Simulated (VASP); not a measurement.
# Be (Fd-3m) in VASP: further runs, part 2 of 2

VASP 6.6.1. Earlier steps stand in the parts before.

### 4 Single point, LDA

This run uses another cell than the first one, of 12.85 Å³/atom, 1.195 times its volume.

The input, INCAR:

```
SYSTEM = Be
PREC = Accurate
ENCUT = 520
EDIFF = 1E-6
ISMEAR = -1
SIGMA = 0.05
LREAL = .False.
LASPH = .True.
NELM = 100
ALGO = Normal
ISIF = 2
LWAVE = .False.
LCHARG = .False.
NBANDS = 9
```

The input, KPOINTS:

```
regular mesh
0
Gamma
  10 10 10
  0 0 0
```

The input, POSCAR:

```
Be
1.0
    0.0000000000      2.3420558332      2.3420558332
    2.3420558332      0.0000000000      2.3420558332
    2.3420558332      2.3420558332      0.0000000000
Be
2
Direct
    0.0000000000      0.0000000000      0.0000000000
    0.2500000000      0.2500000000      0.2500000000
```

Potentials or basis: VASP PAW LDA potentials, release 64 (Be).

Launch:

```
cat potpaw_LDA.64/Be/POTCAR > POTCAR
mpirun -np 1 vasp_std > vasp.out
```

OUTCAR:

```text
SYSTEM = Be
   PREC = Accurate
   ENCUT = 520
   EDIFF = 1E-6
   ISMEAR = -1
   LREAL = .False.
   LASPH = .True.
   NELM = 100
   ISIF = 2

 ion  position               nearest neighbor table
   1  0.000  0.000  0.000-   2 2.03   2 2.03   2 2.03   2 2.03
   2  0.250  0.250  0.250-   1 2.03   1 2.03   1 2.03   1 2.03

  LATTYP: Found a face centered cubic cell.
 ALAT       =     4.6841116664

  Lattice vectors:

 A1 = (   0.0000000000,   2.3420558332,   2.3420558332)
 A2 = (   2.3420558332,   0.0000000000,   2.3420558332)
 A3 = (   2.3420558332,   2.3420558332,   0.0000000000)

Analysis of symmetry for initial positions (statically):
=====================================================================
 Subroutine PRICEL returns:
 Original cell was already a primitive cell.

 Routine SETGRP: Setting up the symmetry group for a
 face centered cubic supercell.

 Subroutine GETGRP returns: Found 48 space group operations
 (whereof 24 operations were pure point group operations)
 out of a pool of 48 trial point group operations.

The static configuration has the point symmetry T_d .
 The point group associated with its full space group is O_h .

Analysis of symmetry for dynamics (positions and initial velocities):
=====================================================================
 Subroutine PRICEL returns:
 Original cell was already a primitive cell.

 Routine SETGRP: Setting up the symmetry group for a
 face centered cubic supercell.

 Subroutine GETGRP returns: Found 48 space group operations
 (whereof 24 operations were pure point group operations)
 out of a pool of 48 trial point group operations.

The dynamic configuration has the point symmetry T_d .
 The point group associated with its full space group is O_h .

 Subroutine INISYM returns: Found 48 space group operations
 (whereof 24 operations are pure point group operations),
 and found     1 'primitive' translations

[... 116 lines left out ...]
  Fermi-wavevector in a.u.,A,eV,Ry     =   0.880686  1.664255 10.552777  0.775607
  Thomas-Fermi vector in A             =   2.001080
   LORBIT       =      0    0 simple, 1 ext, 2 COOP (PROOUT), +10 PAW based schemes
   GGA     = CA    functional components
   LHFCALC =     F    Hartree Fock is set to
   AEXX    =    0.0000 exact exchange contribution
   IVDW    =     0    specifies the selected vdW correction
   LEPSILON=     F    determine dielectric tensor
   LRPA    =     F    only Hartree local field effects (RPA)
 non-spin polarized calculation
  energy-cutoff  :      520.00
  volume of cell :       25.69
 maximum number of plane-waves:       701
 NGX is ok and might be reduce to    28
   NGX = 13   NGY = 13   NGZ = 13

 number of electron       4.0000000 magnetization

 Free energy of the ion-electron system (eV)
  ---------------------------------------------------
  ext. energy  EPLUGINS =         0.00000000
  ---------------------------------------------------
  free energy    TOTEN  =        -4.90444116 eV

  energy without entropy =       -4.89244901  energy(sigma->0) =       -4.89844509

 E-fermi :   2.3742     XC(G=0):  -8.9823

 val. band max:        2.3177676235   @ k =  -0.2000   0.3000   0.1000
 cond. band min:       2.3896309119   @ k =   0.5000   0.3000   0.0000
 fundamental gap:      0.0718632884
 Fermi energy:         2.3741811621

 k-point     1 :       0.0000    0.0000    0.0000
  band No.  band energies     occupation
      1      -5.4175      2.00000
      2       7.4712      0.00000
      3       7.4712      0.00000
      4       7.4712      0.00000
      5      10.1717      0.00000
      6      10.1717      0.00000
      7      10.1717      0.00000
      8      18.1320      0.00000
      9      18.2088      0.00000
[... 265 lines left out ...]
 k-point    24 :       0.4000    0.3000    0.0000
  band No.  band energies     occupation
      1      -2.7031      2.00000
      2       2.7601      0.00089
      3       3.3144      0.00000
      4       3.6364      0.00000
      5       9.5077      0.00000
      6      10.5893      0.00000
      7      16.3333      0.00000
      8      16.7387      0.00000
      9      20.9511      0.00000

 [... further k-points ...]

------------------------ aborting loop because EDIFF is reached ----------------------------------------

  FORCE on cell =-STRESS in cart. coord.  units (eV):
  Direction    XX          YY          ZZ          XY          YZ          ZX
  --------------------------------------------------------------------------------------
  -------------------------------------------------------------------------------------
  Total        0.8297838      0.8297838      0.8297838      0.0000000     -0.0000000      0.0000000
  in kB       51.7432631     51.7432631     51.7432631      0.0000000     -0.0000000      0.0000000
  external PRESSURE =      51.7432631 kB  Pullay stress =       0.0000000 kB

 VOLUME and BASIS-vectors are now :
 -----------------------------------------------------------------------------
  energy-cutoff  :      520.00
  volume of cell :       25.69
      direct lattice vectors                 reciprocal lattice vectors
     0.000000000  2.342055833  2.342055833    -0.213487652  0.213487652  0.213487652
     2.342055833  0.000000000  2.342055833     0.213487652 -0.213487652  0.213487652
     2.342055833  2.342055833  0.000000000     0.213487652  0.213487652 -0.213487652

 POSITION                                       TOTAL-FORCE (eV/Angst)
 -----------------------------------------------------------------------------------
      0.00000      0.00000      0.00000         0.000000      0.000000      0.000000
      1.17103      1.17103      1.17103        -0.000000     -0.000000     -0.000000
 -----------------------------------------------------------------------------------
    total drift:                                0.000000      0.000000     -0.000000

  FREE ENERGIE OF THE ION-ELECTRON SYSTEM (eV)
  ---------------------------------------------------
  free  energy   TOTEN  =        -4.9044411578 eV

  energy  without entropy=       -4.8924490140  energy(sigma->0) =       -4.89844509
```

OSZICAR:

```text
N       E                     dE             d eps       ncg     rms          rms(c)
DAV:   1    -0.112569876102E+01   -0.11257E+01   -0.17094E+03   854   0.347E+02
DAV:   2    -0.491391653133E+01   -0.37882E+01   -0.36080E+01  1245   0.364E+01
DAV:   3    -0.496244848165E+01   -0.48532E-01   -0.48307E-01  1008   0.356E+00
DAV:   4    -0.496251314810E+01   -0.64666E-04   -0.64664E-04  1244   0.126E-01
DAV:   5    -0.496251315693E+01   -0.88216E-08   -0.87555E-08   962   0.127E-03    0.104E+00
DAV:   6    -0.492276319660E+01    0.39750E-01   -0.12954E-02   941   0.491E-01    0.615E-01
DAV:   7    -0.490442842536E+01    0.18335E-01   -0.23020E-02  1020   0.647E-01    0.293E-02
DAV:   8    -0.490444170994E+01   -0.13285E-04   -0.19153E-04   985   0.854E-02    0.712E-03
DAV:   9    -0.490444115781E+01    0.55213E-06   -0.23523E-06  1039   0.947E-03
   1 F= -.49044412E+01 E0= -.48984451E+01  d E =-.119921E-01
```

stdout:

```text
POSCAR found type information on POSCAR Be
 POSCAR found :  1 types and       2 ions
 scaLAPACK will be used
 LDA part: xc-table for (Slater(with rela. corr.)+CA(PZ))
 , standard interpolation
 POSCAR, INCAR and KPOINTS ok, starting setup
 FFT: planning ... GRIDC
 FFT: planning ... GRID_SOFT
 FFT: planning ... GRID
 WAVECAR not read
 entering main loop
```

Run time: 6.6 s. Hardware: 1 thread of Intel Xeon 6975P-C, shared host; peak memory 0.13 GiB.

What came out:

```yaml
Free_energy: -4.9044 eV
Pressure: 5.2 GPa
Band_gap_on_the_k_mesh: zero (band 2 reaches 7.47 eV, above the bottom of band 3 at 0.83 eV)
```

### 5 Single point, LDA

This run uses another cell than the first one, of 14.06 Å³/atom, 1.308 times its volume.

The input, INCAR:

```
ALGO = Normal
EDIFF = 1E-6
ENCUT = 520
ISIF = 2
ISMEAR = -1
LASPH = True
LCHARG = True
LELF = True
LREAL = False
LVHAR = True
LWAVE = False
NBANDS = 9
NELM = 60
PREC = Accurate
SIGMA = 0.05
```

The input, KPOINTS:

```
k-points
0
Gamma
  10 10 10
```

The input, POSCAR:

```
Be
1.0
    0.0000000000      2.4137491121      2.4137491121
    2.4137491121      0.0000000000      2.4137491121
    2.4137491121      2.4137491121      0.0000000000
Be
2
Direct
    0.0000000000      0.0000000000      0.0000000000
    0.2500000000      0.2500000000      0.2500000000
```

Potentials or basis: VASP PAW LDA potentials, release 64 (Be).

Launch:

```
cat potpaw_LDA.64/Be/POTCAR > POTCAR
mpirun -np 1 vasp_std > vasp.out
```

OUTCAR:

```text
EDIFF = 1E-6
   ENCUT = 520
   ISIF = 2
   ISMEAR = -1
   LASPH = True
   LREAL = False
   NELM = 60
   PREC = Accurate

 ion  position               nearest neighbor table
   1  0.000  0.000  0.000-   2 2.09   2 2.09   2 2.09   2 2.09
   2  0.250  0.250  0.250-   1 2.09   1 2.09   1 2.09   1 2.09

  LATTYP: Found a face centered cubic cell.
 ALAT       =     4.8274982242

  Lattice vectors:

 A1 = (   0.0000000000,   2.4137491121,   2.4137491121)
 A2 = (   2.4137491121,   0.0000000000,   2.4137491121)
 A3 = (   2.4137491121,   2.4137491121,   0.0000000000)

Analysis of symmetry for initial positions (statically):
=====================================================================
 Subroutine PRICEL returns:
 Original cell was already a primitive cell.

 Routine SETGRP: Setting up the symmetry group for a
 face centered cubic supercell.

 Subroutine GETGRP returns: Found 48 space group operations
 (whereof 24 operations were pure point group operations)
 out of a pool of 48 trial point group operations.

The static configuration has the point symmetry T_d .
 The point group associated with its full space group is O_h .

Analysis of symmetry for dynamics (positions and initial velocities):
[... 172 lines left out ...]
      4       6.6589      0.00000
      5       9.2665      0.00000
      6       9.2665      0.00000
      7       9.2665      0.00000
      8      16.4272      0.00000
      9      16.6704      0.00000
[... 265 lines left out ...]
 k-point    24 :       0.4000    0.3000    0.0000
  band No.  band energies     occupation
      1      -2.9612      2.00000
      2       2.2022      0.00338
      3       2.7705      0.00000
      4       3.1111      0.00000
      5       8.5878      0.00000
      6       9.6996      0.00000
      7      14.9843      0.00000
      8      15.3090      0.00000
      9      19.3440      0.00000

 [... further k-points ...]

------------------------ aborting loop because EDIFF is reached ----------------------------------------

  FORCE on cell =-STRESS in cart. coord.  units (eV):
  Direction    XX          YY          ZZ          XY          YZ          ZX
  --------------------------------------------------------------------------------------
  -------------------------------------------------------------------------------------
  Total        0.0272277      0.0272277      0.0272277     -0.0000000      0.0000000      0.0000000
  in kB        1.5510132      1.5510132      1.5510132     -0.0000000      0.0000000      0.0000000
  external PRESSURE =       1.5510132 kB  Pullay stress =       0.0000000 kB

 VOLUME and BASIS-vectors are now :
 -----------------------------------------------------------------------------
  energy-cutoff  :      520.00
  volume of cell :       28.13
      direct lattice vectors                 reciprocal lattice vectors
     0.000000000  2.413749112  2.413749112    -0.207146632  0.207146632  0.207146632
     2.413749112  0.000000000  2.413749112     0.207146632 -0.207146632  0.207146632
     2.413749112  2.413749112  0.000000000     0.207146632  0.207146632 -0.207146632

 POSITION                                       TOTAL-FORCE (eV/Angst)
 -----------------------------------------------------------------------------------
      0.00000      0.00000      0.00000        -0.000000     -0.000000     -0.000000
      1.20687      1.20687      1.20687         0.000000      0.000000      0.000000
 -----------------------------------------------------------------------------------
    total drift:                                0.000000      0.000000     -0.000000

  FREE ENERGIE OF THE ION-ELECTRON SYSTEM (eV)
  ---------------------------------------------------
  free  energy   TOTEN  =        -4.9425028883 eV

  energy  without entropy=       -4.9300652469  energy(sigma->0) =       -4.93628407
```

OSZICAR:

```text
N       E                     dE             d eps       ncg     rms          rms(c)
DAV:   1    -0.108520873642E+01   -0.10852E+01   -0.16696E+03   846   0.351E+02
DAV:   2    -0.492384757129E+01   -0.38386E+01   -0.36986E+01  1248   0.369E+01
DAV:   3    -0.498515601509E+01   -0.61308E-01   -0.61002E-01   997   0.370E+00
DAV:   4    -0.498524414943E+01   -0.88134E-04   -0.88129E-04  1183   0.131E-01
DAV:   5    -0.498524421369E+01   -0.64258E-07   -0.64176E-07   945   0.220E-03    0.936E-01
DAV:   6    -0.495619874301E+01    0.29045E-01   -0.94530E-03   941   0.405E-01    0.556E-01
DAV:   7    -0.494249326587E+01    0.13705E-01   -0.17651E-02  1034   0.548E-01    0.251E-02
DAV:   8    -0.494250293403E+01   -0.96682E-05   -0.14866E-04   961   0.753E-02    0.603E-03
DAV:   9    -0.494250288832E+01    0.45706E-07   -0.15625E-06  1094   0.802E-03
   1 F= -.49425029E+01 E0= -.49362841E+01  d E =-.124376E-01
```

It took 7.3 s on 1 thread of Intel Xeon 6975P-C, shared host; peak memory 0.13 GiB.

What came out:

| Item | Value |
| --- | --- |
| Free energy | -4.9425 eV |
| Pressure | 0.2 GPa |
| Band gap on the k mesh | zero (band 2 reaches 6.66 eV, above the bottom of band 3 at 0.45 eV) |

Levels at points of the mesh, in eV from the Fermi level:
```
           k point  band 1  band 2  band 3  band 4  band 5  band 6  band 7
(0.00, 0.00, 0.00)   -7.42    4.78    4.78    4.78    7.38    7.38    7.38
(0.50, 0.00, 0.00)   -3.66   -3.66    3.00    3.00    8.58    8.58   10.78
(0.50, 0.50, 0.00)   -2.45   -2.45    0.65    0.65    6.38    6.38   15.44
```

### 6 Relaxation of cell and atoms, LDA

This run uses another cell than the first one, of 10.50 Å³/atom, 0.977 times its volume.

The input, INCAR:

```
SYSTEM = Be
ALGO = Normal
EDIFF = 1E-6
EDIFFG = -0.01
ENCUT = 600
IBRION = 2
ISIF = 3
ISMEAR = -1
LASPH = .True.
LCHARG = .False.
LREAL = .False.
LWAVE = .False.
NELM = 100
NSW = 80
PREC = Accurate
SIGMA = 0.05
```

The input, KPOINTS:

```
k-points
0
Gamma
  10 10 10
  0 0 0
```

The input, POSCAR:

```
Be
1.0
    0.0000000000      2.1900000000      2.1900000000
    2.1900000000      0.0000000000      2.1900000000
    2.1900000000      2.1900000000      0.0000000000
Be
2
Direct
    0.0000000000      0.0000000000      0.0000000000
    0.2500000000      0.2500000000      0.2500000000
```

Potentials or basis: VASP PAW LDA potentials, release 64 (Be).

Launch:

```
cat potpaw_LDA.64/Be/POTCAR > POTCAR
mpirun -np 1 vasp_std > vasp.out
```

Run time: 13 s. Hardware: 1 thread of Intel Xeon 6975P-C, shared host; peak memory 0.13 GiB.

It converged, with:

```yaml
Free_energy: -4.9424 eV
Relaxed_volume: 14.07 Å³/atom
Relaxed_cell: a = 3.415 Å, b = 3.415 Å, c = 3.415 Å, α = 60.00°, β = 60.00°, γ = 60.00°
Space_group_after_relaxing_to_0.05_Å: Fd-3m (No. 227)
Energy_gained_by_relaxing: 207.2 meV/atom
Ionic_steps: 5
Pressure_after_relaxing: 0.1 GPa
Band_gap_on_the_k_mesh: zero (band 2 reaches 6.65 eV, above the bottom of band 3 at 0.45 eV)
```

The path:
| step | energy change (eV) | largest force (eV/Å) | pressure (GPa) | volume (Å³) |
| --- | --- | --- | --- | --- |
| 1 | 0.0000 | 0.0000 | 22.85 | 21.01 |
| 2 | -0.3826 | 0.0000 | 4.67 | 25.90 |
| 3 | -0.4055 | 0.0000 | -2.04 | 29.56 |
| 4 | -0.4143 | 0.0000 | -0.16 | 28.31 |
| 5 | -0.4143 | 0.0000 | 0.11 | 28.15 |

Final structure:
```xyz
2
Lattice="0.0000 2.4144 2.4144 2.4144 0.0000 2.4144 2.4144 2.4144 0.0000" Properties=species:S:1:pos:R:3 pbc="T T T"
Be    0.0000    0.0000    0.0000
Be    1.2072    1.2072    1.2072
```

Levels at points of the mesh, in eV from the Fermi level:
| k point | band 1 | band 2 | band 3 | band 4 | band 5 | band 6 |
| --- | --- | --- | --- | --- | --- | --- |
| (0.00, 0.00, 0.00) | -7.42 | 4.77 | 4.77 | 4.77 | 7.38 | 7.38 |
| (0.50, 0.00, 0.00) | -3.66 | -3.66 | 3.00 | 3.00 | 8.58 | 8.58 |
| (0.50, 0.50, 0.00) | -2.45 | -2.45 | 0.65 | 0.65 | 6.37 | 6.37 |

Caveat: the volume moved by over 15 % at a fixed basis, so the end points are rough.

### 7 The runs side by side

```csv
task,cell,cutoff (eV),gap on the mesh (eV),pressure (GPa)
single point,"a = 3.121 Å, angles 60.0°, 2 atoms",520,none,20.3
single point,"a = 3.235 Å, angles 60.0°, 2 atoms",520,none,10.2
single point,"a = 3.312 Å, angles 60.0°, 2 atoms",520,none,5.2
single point,"a = 3.414 Å, angles 60.0°, 2 atoms",520,none,0.2
relaxation of cell and atoms,"relaxed from a = 3.097 Å, angles 60.0°, 2 atoms",600,none,0.1
```

Alike in all rows: level LDA; potentials or basis VASP PAW LDA potentials, release 64 (Be); no spin polarisation; k mesh 10 × 10 × 10; smearing fermi-dirac 0.05 eV.

Caveats: the volume moved by over 15 % at a fixed basis, so the end points are rough (some runs).

Total energies depend on the potentials used, so only differences within one code and one set of settings carry meaning.
